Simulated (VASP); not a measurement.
Input of a VASP 6.6.1 run:

The input INCAR:

```
SYSTEM = Zn3In8O15
ALGO = Normal
EDIFF = 1E-6
ENCUT = 520
GGA = PE
GGA_COMPAT = .False.
ISIF = 2
ISMEAR = -1
ISYM = 0
LASPH = .True.
LCHARG = .False.
LREAL = .False.
LWAVE = .False.
NBANDS = 134
NELM = 120
PREC = Accurate
SIGMA = 0.1861
```

Contents of KPOINTS:

```
k-points
0
Gamma
  1 1 1
  0 0 0
```

The input POSCAR:

```
Zn3In8O15
1.0
    7.1668360000     -0.0632620000      0.0376150000
   -0.0632620000      6.9529050000      0.1854250000
    0.0376150000      0.1854250000      6.9995360000
Zn O In
3 15 8
Direct
    0.2676459255      0.9012074860      0.9792033501
    1.0426240993      0.1591371842      0.2068963831
    0.2860233533      0.0631914153      0.5721693500
    0.5137471067      0.9811688652      0.4269691828
    0.6348564515      0.7491381806      0.0931518786
    0.0289105043      0.4187223118      0.1695698039
    0.2350210932      0.7959396094      0.4755044591
    0.1106988287      0.3448507783      0.6994975250
    0.7544180209      0.1832727245      0.1462971576
    0.0610977749      1.0133768038     -0.0173465193
    0.0034195402      1.0102196305      0.6524320182
    0.8088367422      0.6471720069      0.7888372510
    0.6273691368      0.1960661869      0.7532320624
    0.6909235874      0.6004499737      0.4541706012
    0.3701263360      0.2428148553      0.3791360961
    0.9081649285      1.0403106786      0.4796764769
    0.4456928316      0.9263243596      0.7857955970
    0.2743274552      0.5675009963      0.9603181269
    0.6819042181      0.2191333854      0.4292733640
    0.9024180345      0.7205599552      0.2261068042
    0.7222114771      0.4288410949      0.9941547776
    0.7782594615     -0.0319524890      0.8217385496
    0.0801961067      0.6349608290      0.6617718391
    0.2829422660      0.2725962297      0.9279320759
    0.4026115478      0.6785542831      0.2461455786
    0.4995935363      0.6508441707      0.6714013627
```

Potentials or basis: VASP PAW PBE potentials, release 64 (Zn, O, In_d).

Command:

```bash
$ cat potpaw_PBE.64/Zn/POTCAR potpaw_PBE.64/O/POTCAR potpaw_PBE.64/In_d/POTCAR > POTCAR
$ mpirun -np 1 vasp_gam > vasp.out
```

(1) Estimate the pressure.

(2) What does it give for the largest force?

## Answers

(1) 10.7 GPa.

(2) 4.931 eV/Å.

Caveat: the k points lie up to 0.90 Å⁻¹ apart; the atoms stand as in a frame of molecular dynamics.
